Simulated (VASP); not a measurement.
# Ta4O (P4/mmm) in VASP: further runs, part 2 of 3

VASP 6.6.1.

## Step 4: Single point, PBE

This run uses another cell than the first one, of 15.67 Å³/atom, 0.997 times its volume.

Input file INCAR:

```
  PREC = Accurate
  ENCUT = 520
  EDIFF = 1E-7
  ISMEAR = -1
  SIGMA = 0.05
  LREAL = False
  LASPH = True
  NELM = 80
  ALGO = Normal
  ISIF = 2
  LWAVE = False
  LCHARG = False
  GGA = PE
  NBANDS = 33
```

Input file KPOINTS:

```
regular mesh
0
Gamma
  8 8 4
```

Input file POSCAR:

```
Ta4O
1.0
    3.2558499040      0.0000000000      0.0000000000
    0.0000000000      3.2558499040      0.0000000000
    0.0000000000      0.0000000000      7.3929527290
Ta O
4 1
Direct
    0.0000000000      0.0000000000      0.0000000000
    0.5000000000      0.5000000000      0.2165631008
    0.5000000000      0.5000000000      0.7834368992
    0.0000000000      0.0000000000      0.5000000000
    0.5000000000      0.5000000000      0.5000000000
```

Potentials or basis: VASP PAW PBE potentials, release 64 (Ta_pv, O).

Started as:

```console
> cat potpaw_PBE.64/Ta_pv/POTCAR potpaw_PBE.64/O/POTCAR > POTCAR
> mpirun -np 1 vasp_std > vasp.out
```

OUTCAR:

```text
PREC = Accurate
   ENCUT = 520
   EDIFF = 1E-7
   ISMEAR = -1
   LREAL = False
   LASPH = True
   NELM = 80
   ISIF = 2
   GGA = PE

 ion  position               nearest neighbor table
   1  0.000  0.000  0.000-   2 2.80   3 2.80   2 2.80   3 2.80   2 2.80   3 2.80   2 2.80   3 2.80

   2  0.500  0.500  0.217-   5 2.10   1 2.80   1 2.80   1 2.80   1 2.80   4 3.11   4 3.11   4 3.11
                             4 3.11   3 3.20
   3  0.500  0.500  0.783-   5 2.10   1 2.80   1 2.80   1 2.80   1 2.80   4 3.11   4 3.11   4 3.11
                             4 3.11   2 3.20
   4  0.000  0.000  0.500-   5 2.30   5 2.30   5 2.30   5 2.30   3 3.11   3 3.11   2 3.11   3 3.11
                             2 3.11   2 3.11   3 3.11   2 3.11
   5  0.500  0.500  0.500-   2 2.10   3 2.10   4 2.30   4 2.30   4 2.30   4 2.30

  LATTYP: Found a simple tetragonal cell.
 ALAT       =     3.2558499040
 C/A-ratio  =     2.2706675513

  Lattice vectors:

 A1 = (   3.2558499040,   0.0000000000,   0.0000000000)
 A2 = (   0.0000000000,   3.2558499040,   0.0000000000)
 A3 = (   0.0000000000,   0.0000000000,   7.3929527290)

Analysis of symmetry for initial positions (statically):
=====================================================================
 Subroutine PRICEL returns:
 Original cell was already a primitive cell.

 Routine SETGRP: Setting up the symmetry group for a
 simple tetragonal supercell.

 Subroutine GETGRP returns: Found 16 space group operations
 (whereof 16 operations were pure point group operations)
 out of a pool of 16 trial point group operations.

The static configuration has the point symmetry D_4h.

Analysis of symmetry for dynamics (positions and initial velocities):
=====================================================================
 Subroutine PRICEL returns:
 Original cell was already a primitive cell.

 Routine SETGRP: Setting up the symmetry group for a
 simple tetragonal supercell.

[... 128 lines left out ...]
   IMIX   =      4    mixing-type and parameters
     AMIX     =   0.40;   BMIX     =  1.00
     AMIX_MAG =   1.60;   BMIX_MAG =  1.00
  volume/ion in A,a.u.               =      15.67       105.77
  Fermi-wavevector in a.u.,A,eV,Ry     =   1.409341  2.663267 27.024445  1.986241
  Thomas-Fermi vector in A             =   2.531406
   LORBIT       =      0    0 simple, 1 ext, 2 COOP (PROOUT), +10 PAW based schemes
   GGA     = PE    functional components
   LHFCALC =     F    Hartree Fock is set to
   AEXX    =    0.0000 exact exchange contribution
   IVDW    =     0    specifies the selected vdW correction
   LEPSILON=     F    determine dielectric tensor
   LRPA    =     F    only Hartree local field effects (RPA)
 non-spin polarized calculation
  energy-cutoff  :      520.00
  volume of cell :       78.37
 maximum number of plane-waves:      2144
   NGX = 13   NGY = 13   NGZ = 27

 number of electron      50.0000003 magnetization

 Free energy of the ion-electron system (eV)
  ---------------------------------------------------
  ext. energy  EPLUGINS =         0.00000000
  ---------------------------------------------------
  free energy    TOTEN  =       -55.09355909 eV

  energy without entropy =      -55.07594331  energy(sigma->0) =      -55.08475120

 E-fermi :   6.4561     XC(G=0): -12.6166

 val. band max:        6.4489889665   @ k =   0.5000   0.2500   0.0000
 cond. band min:       6.4708488855   @ k =   0.5000   0.5000   0.5000
 fundamental gap:      0.0218599190
 Fermi energy:         6.4560997177

 k-point     1 :       0.0000    0.0000    0.0000
  band No.  band energies     occupation
      1     -29.1887      2.00000
      2     -29.1887      2.00000
      3     -28.7813      2.00000
      4     -28.1756      2.00000
      5     -28.0514      2.00000
      6     -27.8437      2.00000
[... 853 lines left out ...]
     32       9.9731      0.00000
     33      10.4046      0.00000

 [... further k-points ...]

------------------------ aborting loop because EDIFF is reached ----------------------------------------

  FORCE on cell =-STRESS in cart. coord.  units (eV):
  Direction    XX          YY          ZZ          XY          YZ          ZX
  --------------------------------------------------------------------------------------
  -------------------------------------------------------------------------------------
  Total        0.0915065      0.0915065      0.1670522      0.0000000      0.0000000      0.0000000
  in kB        1.8707494      1.8707494      3.4151991      0.0000000      0.0000000      0.0000000
  external PRESSURE =       2.3855660 kB  Pullay stress =       0.0000000 kB

 VOLUME and BASIS-vectors are now :
 -----------------------------------------------------------------------------
  energy-cutoff  :      520.00
  volume of cell :       78.37
      direct lattice vectors                 reciprocal lattice vectors
     3.255849904  0.000000000  0.000000000     0.307139466  0.000000000  0.000000000
     0.000000000  3.255849904  0.000000000     0.000000000  0.307139466  0.000000000
     0.000000000  0.000000000  7.392952729     0.000000000  0.000000000  0.135263952

 POSITION                                       TOTAL-FORCE (eV/Angst)
 -----------------------------------------------------------------------------------
      0.00000      0.00000      0.00000         0.000000      0.000000      0.000000
      1.62792      1.62792      1.60104         0.000000     -0.000000     -0.026949
      1.62792      1.62792      5.79191         0.000000     -0.000000      0.026949
      0.00000      0.00000      3.69648         0.000000      0.000000      0.000000
      1.62792      1.62792      3.69648         0.000000      0.000000      0.000000
 -----------------------------------------------------------------------------------
    total drift:                                0.000000     -0.000000      0.000000

  FREE ENERGIE OF THE ION-ELECTRON SYSTEM (eV)
  ---------------------------------------------------
  free  energy   TOTEN  =       -55.0935590891 eV

  energy  without entropy=      -55.0759433127  energy(sigma->0) =      -55.08475120
```

OSZICAR:

```text
N       E                     dE             d eps       ncg     rms          rms(c)
DAV:   1     0.490059296977E+03    0.49006E+03   -0.27671E+04  2970   0.158E+03
DAV:   2    -0.330552900198E+02   -0.52311E+03   -0.50671E+03  3296   0.465E+02
DAV:   3    -0.591296451234E+02   -0.26074E+02   -0.25335E+02  3800   0.950E+01
DAV:   4    -0.596415065536E+02   -0.51186E+00   -0.50723E+00  3731   0.127E+01
DAV:   5    -0.596526295871E+02   -0.11123E-01   -0.11105E-01  3803   0.153E+00    0.302E+01
DAV:   6    -0.567265261619E+02    0.29261E+01   -0.28505E+01  3894   0.354E+01    0.151E+01
DAV:   7    -0.561393775397E+02    0.58715E+00   -0.18504E+01  3978   0.175E+01    0.106E+01
DAV:   8    -0.551354709678E+02    0.10039E+01   -0.36958E+00  3827   0.115E+01    0.282E+00
DAV:   9    -0.550947388191E+02    0.40732E-01   -0.42240E-01  3753   0.415E+00    0.732E-01
DAV:  10    -0.550938975963E+02    0.84122E-03   -0.31055E-02  3621   0.123E+00    0.434E-01
DAV:  11    -0.550937672178E+02    0.13038E-03   -0.64734E-03  3954   0.561E-01    0.109E-01
DAV:  12    -0.550935808222E+02    0.18640E-03   -0.14425E-03  3808   0.271E-01    0.534E-02
DAV:  13    -0.550935769714E+02    0.38509E-05   -0.23539E-04  3901   0.889E-02    0.300E-02
DAV:  14    -0.550935602552E+02    0.16716E-04   -0.97348E-05  3940   0.608E-02    0.601E-03
DAV:  15    -0.550935595015E+02    0.75365E-06   -0.49894E-06  3546   0.142E-02    0.296E-03
DAV:  16    -0.550935590963E+02    0.40518E-06   -0.38271E-07  3173   0.362E-03    0.131E-03
DAV:  17    -0.550935590891E+02    0.72241E-08   -0.56588E-08  2067   0.162E-03
   1 F= -.55093559E+02 E0= -.55084751E+02  d E =-.176158E-01
```

stdout:

```text
POSCAR found type information on POSCAR TaO
 POSCAR found :  2 types and       5 ions
 scaLAPACK will be used
 LDA part: xc-table for (Slater+PW92), standard interpolation
 POSCAR, INCAR and KPOINTS ok, starting setup
 FFT: planning ... GRIDC
 FFT: planning ... GRID_SOFT
 FFT: planning ... GRID
 WAVECAR not read
 entering main loop
```

It took 66 s on 1 thread of Intel Xeon 6975P-C, shared host; peak memory 0.24 GiB.

Results:

* Free energy: -55.0936 eV
* Pressure: 0.2 GPa
* Largest force: 0.027 eV/Å
* Band gap on the k mesh: zero (band 25 reaches 6.82 eV, above the bottom of band 26 at 6.01 eV)

Forces in eV/Å, atoms in the order of the input:
```
Ta   0.000  0.000  0.000
Ta   0.000  0.000 -0.027
Ta   0.000  0.000  0.027
Ta   0.000  0.000  0.000
O    0.000  0.000  0.000
```

Caveat: spin-orbit coupling is left out, which moves the levels of the heavy elements.

## Step 5: Single point, r2SCAN

This run uses another cell than the first one, of 15.42 Å³/atom, 0.981 times its volume.

Input file POSCAR:

```
Ta4O
1.0
    3.2449347075      0.0000000000      0.0000000000
    0.0000000000      3.2449347075      0.0000000000
    0.0000000000      0.0000000000      7.3229104604
Ta O
4 1
Direct
    0.0000000000      0.0000000000      0.0000000000
    0.5000000000      0.5000000000      0.2169890390
    0.5000000000      0.5000000000      0.7830109610
    0.0000000000      0.0000000000      0.5000000000
    0.5000000000      0.5000000000      0.5000000000
```

Input file INCAR.step1:

```
PREC = Accurate
ENCUT = 520
ISMEAR = -1
SIGMA = 0.05
LREAL = F
LASPH = T
NELM = 80
NBANDS = 33
GGA = PE
ALGO = Normal
EDIFF = 1E-4
LWAVE = T
LCHARG = F
```

Input file INCAR.step2:

```
PREC = Accurate
ENCUT = 520
EDIFF = 1E-6
ISMEAR = -1
SIGMA = 0.05
LREAL = F
LASPH = T
NELM = 80
ALGO = Normal
ISIF = 2
LWAVE = F
LCHARG = F
METAGGA = R2SCAN
LMIXTAU = T
NBANDS = 33
ISTART = 1
```

Input file KPOINTS:

```
Automatic mesh
0
Gamma
  8 8 4
```

Potentials or basis: VASP PAW PBE potentials, release 64 (Ta_pv, O).

Started as:

```console
> cat potpaw_PBE.64/Ta_pv/POTCAR potpaw_PBE.64/O/POTCAR > POTCAR
> cp INCAR.step1 INCAR
> mpirun -np 1 vasp_std > vasp.out
> cp INCAR.step2 INCAR
> mpirun -np 1 vasp_std > vasp.out
```

OUTCAR:

```text
PREC = Accurate
   ENCUT = 520
   EDIFF = 1E-6
   ISMEAR = -1
   LREAL = F
   LASPH = T
   NELM = 80
   ISIF = 2
   METAGGA = R2SCAN
   ISTART = 1

 ion  position               nearest neighbor table
   1  0.000  0.000  0.000-   2 2.79   3 2.79   2 2.79   3 2.79   2 2.79   3 2.79   2 2.79   3 2.79

   2  0.500  0.500  0.217-   5 2.07   1 2.79   1 2.79   1 2.79   1 2.79   4 3.09   4 3.09   4 3.09
                             4 3.09   3 3.18
   3  0.500  0.500  0.783-   5 2.07   1 2.79   1 2.79   1 2.79   1 2.79   4 3.09   4 3.09   4 3.09
                             4 3.09   2 3.18
   4  0.000  0.000  0.500-   5 2.29   5 2.29   5 2.29   5 2.29   3 3.09   3 3.09   2 3.09   3 3.09
                             2 3.09   2 3.09   3 3.09   2 3.09
   5  0.500  0.500  0.500-   2 2.07   3 2.07   4 2.29   4 2.29   4 2.29   4 2.29

  LATTYP: Found a simple tetragonal cell.
 ALAT       =     3.2449347075
 C/A-ratio  =     2.2567204337

  Lattice vectors:

 A1 = (   3.2449347075,   0.0000000000,   0.0000000000)
 A2 = (   0.0000000000,   3.2449347075,   0.0000000000)
 A3 = (   0.0000000000,   0.0000000000,   7.3229104604)

Analysis of symmetry for initial positions (statically):
=====================================================================
 Subroutine PRICEL returns:
 Original cell was already a primitive cell.

 Routine SETGRP: Setting up the symmetry group for a
 simple tetragonal supercell.

 Subroutine GETGRP returns: Found 16 space group operations
 (whereof 16 operations were pure point group operations)
 out of a pool of 16 trial point group operations.

The static configuration has the point symmetry D_4h.

Analysis of symmetry for dynamics (positions and initial velocities):
=====================================================================
 Subroutine PRICEL returns:
 Original cell was already a primitive cell.

 Routine SETGRP: Setting up the symmetry group for a
 simple tetragonal supercell.

 Subroutine GETGRP returns: Found 16 space group operations
 (whereof 16 operations were pure point group operations)
 out of a pool of 16 trial point group operations.

The dynamic configuration has the point symmetry D_4h.

 Subroutine INISYM returns: Found 16 space group operations
 (whereof 16 operations are pure point group operations),
 and found     1 'primitive' translations

----------------------------------------------------------------------------------------

                                     Primitive cell

  volume of cell :      77.1073

  direct lattice vectors                    reciprocal lattice vectors
     3.244934708  0.000000000  0.000000000     0.308172611  0.000000000  0.000000000
     0.000000000  3.244934708  0.000000000     0.000000000  0.308172611  0.000000000
     0.000000000  0.000000000  7.322910460     0.000000000  0.000000000  0.136557726

  length of vectors
     3.244934708  3.244934708  7.322910460     0.308172611  0.308172611  0.136557726

  position of ions in fractional coordinates (direct lattice)
     0.000000000  0.000000000  0.000000000
     0.500000000  0.500000000  0.216989039
     0.500000000  0.500000000  0.783010961
     0.000000000  0.000000000  0.500000000
     0.500000000  0.500000000  0.500000000

  ion indices of the primitive-cell ions
   primitive index   ion index
[... 22 lines left out ...]
     0.038521576  0.038521576  0.034139431

  Shift w.r.t. Gamma in fractional coordinates (k-lattice)
     0.000000000  0.000000000  0.000000000

 Subroutine IBZKPT returns following result:
 ===========================================

 Found     45 irreducible k-points:

 Following reciprocal coordinates:
            Coordinates               Weight
  0.000000  0.000000  0.000000      1.000000
  0.125000  0.000000  0.000000      4.000000
  0.250000  0.000000  0.000000      4.000000
  0.375000  0.000000  0.000000      4.000000
  0.500000  0.000000  0.000000      2.000000
  0.125000  0.125000  0.000000      4.000000
[... 16 lines left out ...]
  0.375000  0.125000  0.250000     16.000000
  0.500000  0.125000  0.250000      8.000000
 [... further k-points ...]
   k-points           NKPTS =     45   k-points in BZ     NKDIM =     45   number of bands    NBANDS=     33
   number of dos      NEDOS =    301   number of ions     NIONS =      5
   total plane-waves  NPLWV =  31104
   dimension x,y,z NGX =    24 NGY =   24 NGZ =   54
   dimension x,y,z NGXF=    48 NGYF=   48 NGZF=  108
   ions per type =               4   1
   NGX,Y,Z   is equivalent  to a cutoff of  12.30, 12.30, 12.26 a.u.
   NGXF,Y,Z  is equivalent  to a cutoff of  24.59, 24.59, 24.52 a.u.
 SYSTEM =  unknown system
   PREC   = accura    normal or accurate (medium, high low for compatibility)
   ISTART =      1    job   : 0-new  1-cont  2-samecut
   ICHARG =      0    charge: 1-file 2-atom 10-const
   ISPIN  =      1    spin polarized calculation?
   LNONCOLLINEAR =      F non collinear calculations
   LSORBIT =      F    spin-orbit coupling
   LASPH  =      T    aspherical Exc in radial PAW
   ENCUT  =  520.0 eV  38.22 Ry    6.18 a.u.   6.03  6.03 13.62*2*pi/ulx,y,z
   NELM   =     80;   NELMIN=  2; NELMDL=  0     # of ELM steps
   EDIFF  = 0.1E-05   stopping-criterion for ELM
   LREAL  =      F    real-space projection
   EDIFFG = 0.1E-04   stopping-criterion for IOM
   NSW    =      0    number of steps for IOM
   IBRION =     -1    ionic relax: 0-MD 1-quasi-New 2-CG
   NFREE  =      0    steps in history (QN), initial steepest desc. (CG)
   ISIF   =      2    stress and relaxation
   ISYM   =      2    0-nonsym 1-usesym 2-fastsym
   POTIM  = 0.5000    time-step for ionic-motion
   TEBEG  =    0.0;   TEEND  =   0.0 temperature during run
   PSTRESS=    0.0 pullay stress
   NELECT =      50.0000    total number of electrons
   NUPDOWN=      -1.0000    fix difference up-down
   EMIN   =  10.00;   EMAX   =-10.00  energy-range for DOS
   EFERMI =   0.00;   METHOD = LEGACY
   ISMEAR =    -1;   SIGMA  =   0.05  broadening in eV -4-tet -1-fermi 0-gaus
   EFERMI_NEDOS =   21; number of points for ismear=-14 and -15
   IALGO  =     38    algorithm
   IMIX   =      4    mixing-type and parameters
     AMIX     =   0.40;   BMIX     =  1.00
     AMIX_MAG =   1.60;   BMIX_MAG =  1.00
  volume/ion in A,a.u.               =      15.42       104.07
  Fermi-wavevector in a.u.,A,eV,Ry     =   1.416988  2.677720 27.318540  2.007856
  Thomas-Fermi vector in A             =   2.538265
   LORBIT       =      0    0 simple, 1 ext, 2 COOP (PROOUT), +10 PAW based schemes
   METAGGA = R2SCAN    functional components
   LHFCALC =     F    Hartree Fock is set to
   AEXX    =    0.0000 exact exchange contribution
   IVDW    =     0    specifies the selected vdW correction
   LEPSILON=     F    determine dielectric tensor
   LRPA    =     F    only Hartree local field effects (RPA)
 non-spin polarized calculation
  energy-cutoff  :      520.00
  volume of cell :       77.11
 maximum number of plane-waves:      2100
   NGX = 13   NGY = 13   NGZ = 27

 number of electron      49.9999999 magnetization

 Free energy of the ion-electron system (eV)
  ---------------------------------------------------
  ext. energy  EPLUGINS =         0.00000000
  ---------------------------------------------------
  free energy    TOTEN  =      -203.55101620 eV

  energy without entropy =     -203.53714700  energy(sigma->0) =     -203.54408160

 E-fermi :   6.5214     XC(G=0): -13.7787

 val. band max:        6.4941182704   @ k =   0.5000   0.2500   0.0000
 cond. band min:       6.5923591029   @ k =   0.3750   0.1250   0.2500
 fundamental gap:      0.0982408325
 Fermi energy:         6.5214310961

 k-point     1 :       0.0000    0.0000    0.0000
  band No.  band energies     occupation
      1     -30.3717      2.00000
      2     -30.3717      2.00000
      3     -29.9631      2.00000
      4     -29.3718      2.00000
      5     -29.2084      2.00000
      6     -28.9996      2.00000
[... 853 lines left out ...]
     32      10.3338      0.00000
     33      10.8017      0.00000

 [... further k-points ...]
[... 5 lines left out ...]
  --------------------------------------------------------------------------------------
  -------------------------------------------------------------------------------------
  Total        0.4198971      0.4198971      0.4745301      0.0000000      0.0000000     -0.0000000
  in kB        8.7248476      8.7248476      9.8600415      0.0000000      0.0000000     -0.0000000
  external PRESSURE =       9.1032456 kB  Pullay stress =       0.0000000 kB

 VOLUME and BASIS-vectors are now :
 -----------------------------------------------------------------------------
  energy-cutoff  :      520.00
  volume of cell :       77.11
      direct lattice vectors                 reciprocal lattice vectors
     3.244934708  0.000000000  0.000000000     0.308172611  0.000000000  0.000000000
     0.000000000  3.244934708  0.000000000     0.000000000  0.308172611  0.000000000
     0.000000000  0.000000000  7.322910460     0.000000000  0.000000000  0.136557726

 POSITION                                       TOTAL-FORCE (eV/Angst)
 -----------------------------------------------------------------------------------
      0.00000      0.00000      0.00000        -0.000000     -0.000000      0.000000
      1.62247      1.62247      1.58899         0.000000      0.000000     -0.046725
      1.62247      1.62247      5.73392         0.000000      0.000000      0.046725
      0.00000      0.00000      3.66146        -0.000000     -0.000000      0.000000
      1.62247      1.62247      3.66146        -0.000000     -0.000000      0.000000
 -----------------------------------------------------------------------------------
    total drift:                                0.000000     -0.000000      0.000000

  FREE ENERGIE OF THE ION-ELECTRON SYSTEM (eV)
  ---------------------------------------------------
  free  energy   TOTEN  =      -203.5510162044 eV

  energy  without entropy=     -203.5371469968  energy(sigma->0) =     -203.54408160
```

It took 4.3 min on 1 thread of Intel Xeon 6975P-C, shared host; peak memory 0.24 GiB.

What came out:

```yaml
Free_energy: -203.5510 eV
Pressure: 0.9 GPa
Largest_force: 0.047 eV/Å
Band_gap_on_the_k_mesh: zero (band 25 reaches 7.00 eV, above the bottom of band 26 at 6.07 eV)
```

Forces on the atoms (eV/Å):
```
Ta   0.000  0.000  0.000
Ta   0.000  0.000 -0.047
Ta   0.000  0.000  0.047
Ta   0.000  0.000  0.000
O    0.000  0.000  0.000
```

Levels at points of the mesh, in eV from the Fermi level:
```
           k point  band 23  band 24  band 25  band 26  band 27  band 28
(0.00, 0.00, 0.00)    -0.50    -0.50     0.09     0.59     1.03     1.03
(0.50, 0.00, 0.00)    -1.03    -0.74     0.13     0.94     0.94     1.31
(0.50, 0.50, 0.00)    -1.68    -0.77    -0.77     1.88     2.73     2.79
(0.00, 0.00, 0.50)    -0.61    -0.52     0.48     0.75     0.75     0.97
(0.50, 0.00, 0.50)    -1.11    -0.78    -0.57     1.03     1.39     1.83
(0.50, 0.50, 0.50)    -1.82    -0.14    -0.14     1.88     1.99     1.99
```

Caveat: the PAW data sets were made with another functional, which shifts forces and pressure a little; spin-orbit coupling is left out, which moves the levels of the heavy elements.

[end of part 2 of 3]
